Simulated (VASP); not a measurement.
# SrTiO3 (Pm-3m) in VASP: single point with PBEsol

Aim: the single point of SrTiO3 with PBEsol.

Everything below comes from runs of VASP 6.6.1. Logs are shortened: lines on timing, memory, paths and dates and some standing lists are left out, and cuts for length are marked.

**1. The cell of the first run**

The structure is cubic, space group Pm-3m (No. 221). Conventional cell: a = 3.891 Å, b = 3.891 Å, c = 3.891 Å, α = 90.00°, β = 90.00°, γ = 90.00°. Sr (site symmetry m-3m) has 12 O at 2.75 Å and 8 Ti at 3.37 Å within 3.6 Å. Ti (site symmetry m-3m) has 6 O at 1.95 Å within 2.6 Å. Within 2.6 Å of O (site symmetry 4/mmm) lie 2 Ti at 1.95 Å.

**2. Single point, PBEsol**

The input, INCAR:

```
PREC = Accurate ; ENCUT = 520
EDIFF = 1E-6 ; ISMEAR = 0
SIGMA = 0.02 ; LREAL = Auto
LASPH = True ; NELM = 100
ALGO = Normal ; ISIF = 2
LWAVE = False ; LCHARG = False
GGA = PS ; NBANDS = 163
```

The input, KPOINTS:

```
Automatic mesh
0
Gamma
  3 3 3
```

The input, POSCAR:

```
SrTiO3
1.0
   -3.8911418854      3.8911418854     -3.8911418854
    7.7822837707      3.8911418854      0.0000000000
    0.0000000000     -7.7822837707     -3.8911418854
Sr Ti O
7 7 21
Direct
    0.8571428571      0.4285714286      0.1428571429
    0.1428571429      0.5714285714      0.8571428571
    0.5714285714      0.2857142857      0.4285714286
    0.4285714286      0.7142857143      0.5714285714
    0.7142857143      0.8571428571      0.2857142857
    0.0000000000      0.0000000000      0.0000000000
    0.2857142857      0.1428571429      0.7142857143
    0.0714285714      0.2857142857      0.4285714286
    0.3571428571      0.4285714286      0.1428571429
    0.7857142857      0.1428571429      0.7142857143
    0.6428571429      0.5714285714      0.8571428571
    0.9285714286      0.7142857143      0.5714285714
    0.2142857143      0.8571428571      0.2857142857
    0.5000000000      0.0000000000      0.0000000000
    0.2142857143      0.3571428571      0.2857142857
    0.5000000000      0.5000000000      0.0000000000
    0.9285714286      0.2142857143      0.5714285714
    0.7857142857      0.6428571429      0.7142857143
    0.0714285714      0.7857142857      0.4285714286
    0.3571428571      0.9285714286      0.1428571429
    0.6428571429      0.0714285714      0.8571428571
    0.3571428571      0.4285714286      0.6428571429
    0.6428571429      0.5714285714      0.3571428571
    0.0714285714      0.2857142857      0.9285714286
    0.9285714286      0.7142857143      0.0714285714
    0.2142857143      0.8571428571      0.7857142857
    0.5000000000      0.0000000000      0.5000000000
    0.7857142857      0.1428571429      0.2142857143
    0.1428571429      0.0714285714      0.3571428571
    0.4285714286      0.2142857143      0.0714285714
    0.8571428571      0.9285714286      0.6428571429
    0.7142857143      0.3571428571      0.7857142857
    0.0000000000      0.5000000000      0.5000000000
    0.2857142857      0.6428571429      0.2142857143
    0.5714285714      0.7857142857      0.9285714286
```

Potentials or basis: VASP PAW PBE potentials, release 64 (Sr_sv, Ti_sv, O).

The run is started by

```
cat potpaw_PBE.64/Sr_sv/POTCAR potpaw_PBE.64/Ti_sv/POTCAR potpaw_PBE.64/O/POTCAR > POTCAR
mpirun -np 1 vasp_std > vasp.out
```

OUTCAR:

```text
PREC = Accurate
   ENCUT = 520
   EDIFF = 1E-6
   ISMEAR = 0
   LREAL = Auto
   LASPH = True
   NELM = 100
   ISIF = 2
   GGA = PS

 ion  position               nearest neighbor table
   1  0.857  0.429  0.143-  23 2.75  30 2.75  28 2.75  19 2.75  33 2.75  16 2.75  24 2.75  32 2.75
                            25 2.75  34 2.75  21 2.75  15 2.75  12 3.37  13 3.37  11 3.37  14 3.37
   2  0.143  0.571  0.857-  22 2.75  35 2.75  26 2.75  33 2.75  17 2.75  16 2.75  25 2.75  34 2.75
                            24 2.75  32 2.75  20 2.75  18 2.75   8 3.37  10 3.37   9 3.37  14 3.37
   3  0.571  0.286  0.429-  29 2.75  27 2.75  20 2.75  32 2.75  15 2.75  28 2.75  17 2.75  22 2.75
                            18 2.75  23 2.75  33 2.75  30 2.75  11 3.37  10 3.37  13 3.37   8 3.37
   4  0.429  0.714  0.571-  31 2.75  27 2.75  21 2.75  34 2.75  18 2.75  26 2.75  19 2.75  23 2.75
                            22 2.75  15 2.75  33 2.75  35 2.75   9 3.37  13 3.37  10 3.37  12 3.37
   5  0.714  0.857  0.286-  16 2.75  23 2.75  35 2.75  19 2.75  25 2.75  34 2.75  27 2.75  17 2.75
                            31 2.75  29 2.75  28 2.75  20 2.75  12 3.37   9 3.37   8 3.37  13 3.37
   6  0.000  0.000  0.000-  15 2.75  18 2.75  24 2.75  25 2.75  29 2.75  31 2.75  20 2.75  21 2.75
                            26 2.75  28 2.75  30 2.75  35 2.75   9 3.37  11 3.37  14 3.37  14 3.37
   7  0.286  0.143  0.714-  16 2.75  22 2.75  30 2.75  17 2.75  24 2.75  32 2.75  27 2.75  19 2.75
                            29 2.75  31 2.75  26 2.75  21 2.75   8 3.37  11 3.37  12 3.37  10 3.37
   8  0.071  0.286  0.429-  17 1.95  33 1.95  22 1.95  28 1.95  29 1.95  15 1.95   2 3.37   7 3.37
                             5 3.37   3 3.37   3 3.37   6 3.37   1 3.37   4 3.37
   9  0.357  0.429  0.143-  15 1.95  34 1.95  24 1.95  23 1.95  30 1.95  16 1.95   4 3.37   5 3.37
[... 30 lines left out ...]
  34  0.286  0.643  0.214-  13 1.95   9 1.95   4 2.75   5 2.75   2 2.75   1 2.75
  35  0.571  0.786  0.929-  14 1.95  11 1.95   2 2.75   5 2.75   6 2.75   4 2.75

  LATTYP: Found a trigonal (rhomboedric) cell.
 ALAT       =     8.7008577658
 COS(alpha) =    -0.4000000000

  Lattice vectors:

 A1 = (  -7.7822837707,  -3.8911418854,   0.0000000000)
 A2 = (   0.0000000000,   7.7822837707,   3.8911418854)
 A3 = (   3.8911418853,   0.0000000001,  -7.7822837708)

Analysis of symmetry for initial positions (statically):
=====================================================================
 Subroutine PRICEL returns following result:

  LATTYP: Found a simple cubic cell.
 ALAT       =     3.8911418854

  Lattice vectors:

 A1 = (   0.0000000016,  -0.0000000016,   3.8911418854)
 A2 = (   0.0000000008,  -3.8911418861,   0.0000000000)
 A3 = (   3.8911418857,  -0.0000000004,   0.0000000000)

   7 primitive cells build up your supercell.

 Routine SETGRP: Setting up the symmetry group for a
 trigonal (rhombohedral) supercell.

 Subroutine GETGRP returns: Found  6 space group operations
 (whereof  6 operations were pure point group operations)
 out of a pool of 12 trial point group operations.

The static configuration has the point symmetry S_6 .

Analysis of symmetry for dynamics (positions and initial velocities):
=====================================================================
 Subroutine PRICEL returns following result:

  LATTYP: Found a simple cubic cell.
 ALAT       =     3.8911418854

  Lattice vectors:

 A1 = (   0.0000000016,  -0.0000000016,   3.8911418854)
 A2 = (   0.0000000008,  -3.8911418861,   0.0000000000)
 A3 = (   3.8911418857,  -0.0000000004,   0.0000000000)

   7 primitive cells build up your supercell.

 Routine SETGRP: Setting up the symmetry group for a
 trigonal (rhombohedral) supercell.

 Subroutine GETGRP returns: Found  6 space group operations
 (whereof  6 operations were pure point group operations)
 out of a pool of 12 trial point group operations.

The dynamic configuration has the point symmetry S_6 .

 Subroutine INISYM returns: Found  6 space group operations
 (whereof  6 operations are pure point group operations),
 and found     7 'primitive' translations

----------------------------------------------------------------------------------------

                                     Primitive cell

  volume of cell :      58.9157

  direct lattice vectors                    reciprocal lattice vectors
     0.000000002 -0.000000002  3.891141885     0.000000000  0.000000000  0.256993970
     0.000000001 -3.891141886  0.000000000    -0.000000000 -0.256993970 -0.000000000
[... 22 lines left out ...]
 KPOINTS: Automatic mesh

Automatic generation of k-mesh.
 Grid dimensions read from file:
 generate k-points for:    3    3    3

 Generating k-lattice:

  Cartesian coordinates                     Fractional coordinates (reciprocal lattice)
    -0.012237808  0.024475616 -0.048951232     0.333333333  0.000000000  0.000000000
     0.036713424  0.012237808 -0.024475616     0.000000000  0.333333333  0.000000000
     0.012237808 -0.024475616 -0.036713424     0.000000000 -0.000000000  0.333333333

  Length of vectors
     0.056080682  0.045789685  0.045789685

  Shift w.r.t. Gamma in fractional coordinates (k-lattice)
     0.000000000  0.000000000  0.000000000

 Subroutine IBZKPT returns following result:
 ===========================================

 Found      6 irreducible k-points:

 Following reciprocal coordinates:
            Coordinates               Weight
  0.000000  0.000000  0.000000      1.000000
  0.333333 -0.000000  0.000000      6.000000
  0.000000  0.333333  0.000000      6.000000
  0.333333  0.333333  0.000000      6.000000
  0.000000  0.333333  0.333333      2.000000
 -0.333333  0.333333  0.333333      6.000000
   k-points           NKPTS =      6   k-points in BZ     NKDIM =      6   number of bands    NBANDS=    163
   number of dos      NEDOS =    301   number of ions     NIONS =     35
   total plane-waves  NPLWV = 245000
   dimension x,y,z NGX =    50 NGY =   70 NGZ =   70
   dimension x,y,z NGXF=   100 NGYF=  140 NGZF=  140
   ions per type =               7   7  21
   NGX,Y,Z   is equivalent  to a cutoff of  12.33, 13.37, 13.37 a.u.
   NGXF,Y,Z  is equivalent  to a cutoff of  24.67, 26.75, 26.75 a.u.
 SYSTEM =  unknown system
   PREC   = accura    normal or accurate (medium, high low for compatibility)
   ISTART =      0    job   : 0-new  1-cont  2-samecut
   ICHARG =      2    charge: 1-file 2-atom 10-const
   ISPIN  =      1    spin polarized calculation?
   LNONCOLLINEAR =      F non collinear calculations
   LSORBIT =      F    spin-orbit coupling
   LASPH  =      T    aspherical Exc in radial PAW
   ENCUT  =  520.0 eV  38.22 Ry    6.18 a.u.  12.53 16.18 16.18*2*pi/ulx,y,z
   NELM   =    100;   NELMIN=  2; NELMDL= -5     # of ELM steps
   EDIFF  = 0.1E-05   stopping-criterion for ELM
   LREAL  =      T    real-space projection
   EDIFFG = 0.1E-04   stopping-criterion for IOM
   NSW    =      0    number of steps for IOM
   IBRION =     -1    ionic relax: 0-MD 1-quasi-New 2-CG
   NFREE  =      0    steps in history (QN), initial steepest desc. (CG)
   ISIF   =      2    stress and relaxation
   ISYM   =      2    0-nonsym 1-usesym 2-fastsym
   POTIM  = 0.5000    time-step for ionic-motion
   TEBEG  =    0.0;   TEEND  =   0.0 temperature during run
   PSTRESS=    0.0 pullay stress
   NELECT =     280.0000    total number of electrons
   NUPDOWN=      -1.0000    fix difference up-down
   EMIN   =  10.00;   EMAX   =-10.00  energy-range for DOS
   EFERMI =   0.00;   METHOD = LEGACY
   ISMEAR =     0;   SIGMA  =   0.02  broadening in eV -4-tet -1-fermi 0-gaus
   EFERMI_NEDOS =   21; number of points for ismear=-14 and -15
   IALGO  =     38    algorithm
   IMIX   =      4    mixing-type and parameters
     AMIX     =   0.40;   BMIX     =  1.00
     AMIX_MAG =   1.60;   BMIX_MAG =  1.00
  volume/ion in A,a.u.               =      11.78        79.52
  Fermi-wavevector in a.u.,A,eV,Ry     =   1.438857  2.719046 28.168287  2.070311
  Thomas-Fermi vector in A             =   2.557778
   LORBIT       =      0    0 simple, 1 ext, 2 COOP (PROOUT), +10 PAW based schemes
   GGA     = PS    functional components
   LHFCALC =     F    Hartree Fock is set to
   AEXX    =    0.0000 exact exchange contribution
   IVDW    =     0    specifies the selected vdW correction
   LEPSILON=     F    determine dielectric tensor
   LRPA    =     F    only Hartree local field effects (RPA)
 non-spin polarized calculation
 Gauss-broadening in eV      SIGMA  =   0.02
  energy-cutoff  :      520.00
  volume of cell :      412.41
 maximum number of plane-waves:     11127
 NGX is ok and might be reduce to    50
   NGX = 25   NGY = 33   NGZ = 33

 number of electron     279.9999954 magnetization

 Free energy of the ion-electron system (eV)
  ---------------------------------------------------
  ext. energy  EPLUGINS =         0.00000000
  ---------------------------------------------------
  free energy    TOTEN  =      -294.12629144 eV

  energy without entropy =     -294.12629144  energy(sigma->0) =     -294.12629144

 E-fermi :   4.2747     XC(G=0): -11.5967

 val. band max:        4.0531481975   @ k =  -0.3333   0.3333   0.3333
 cond. band min:       5.9330511536   @ k =   0.0000   0.0000   0.0000
 fundamental gap:      1.8799029561
 Fermi energy:         4.2747234134

 k-point     1 :       0.0000    0.0000    0.0000
  band No.  band energies     occupation
      1     -52.0434      2.00000
      2     -52.0405      2.00000
      3     -52.0405      2.00000
      4     -52.0405      2.00000
      5     -52.0405      2.00000
      6     -52.0405      2.00000
[... 919 lines left out ...]
    151       7.5832      0.00000
    152       7.7329      0.00000
 [bands above 152 left out]

------------------------ aborting loop because EDIFF is reached ----------------------------------------

  FORCE on cell =-STRESS in cart. coord.  units (eV):
  Direction    XX          YY          ZZ          XY          YZ          ZX
  --------------------------------------------------------------------------------------
  -------------------------------------------------------------------------------------
  Total        1.7451304      1.7451304      1.7451304      0.0014334      0.0014334     -0.0014334
  in kB        6.7796803      6.7796803      6.7796803      0.0055685      0.0055685     -0.0055685
  external PRESSURE =       6.7796803 kB  Pullay stress =       0.0000000 kB

 VOLUME and BASIS-vectors are now :
 -----------------------------------------------------------------------------
  energy-cutoff  :      520.00
  volume of cell :      412.41
      direct lattice vectors                 reciprocal lattice vectors
    -3.891141885  3.891141885 -3.891141885    -0.036713424  0.073426849 -0.146853697
     7.782283771  3.891141885  0.000000000     0.110140273  0.036713424 -0.073426849
     0.000000000 -7.782283771 -3.891141885     0.036713424 -0.073426849 -0.110140273

 POSITION                                       TOTAL-FORCE (eV/Angst)
 -----------------------------------------------------------------------------------
      0.00000      3.89114     -3.89114        -0.000000      0.000000     -0.000000
      3.89114     -3.89114     -3.89114        -0.000000     -0.000000     -0.000000
     -0.00000     -0.00000     -3.89114         0.000000      0.000000     -0.000000
      3.89114      0.00000     -3.89114        -0.000000      0.000000      0.000000
      3.89114      3.89114     -3.89114        -0.000000     -0.000000      0.000000
      0.00000      0.00000      0.00000         0.000000      0.000000     -0.000000
[... 27 lines left out ...]
      3.89114      1.94557     -1.94557        -0.000000      0.000000     -0.000000
      3.89114     -1.94557     -5.83671         0.000000      0.000000      0.000000
 -----------------------------------------------------------------------------------
    total drift:                                0.000000      0.000000      0.000000

  FREE ENERGIE OF THE ION-ELECTRON SYSTEM (eV)
  ---------------------------------------------------
  free  energy   TOTEN  =      -294.1262914436 eV

  energy  without entropy=     -294.1262914436  energy(sigma->0) =     -294.12629144
```

It took 12 min on 1 thread of Intel Xeon 6975P-C (Granite Rapids), shared host; peak memory 0.68 GiB.

Results:

| Quantity | Value |
| --- | --- |
| Free energy | -294.1263 eV |
| Pressure | 0.7 GPa |
| Band gap on the k mesh | 1.88 eV |

Caveat: the PAW data sets were made with another functional, which shifts forces and pressure a little. PBEsol gaps usually lie below the measured ones, often by a third to a half.
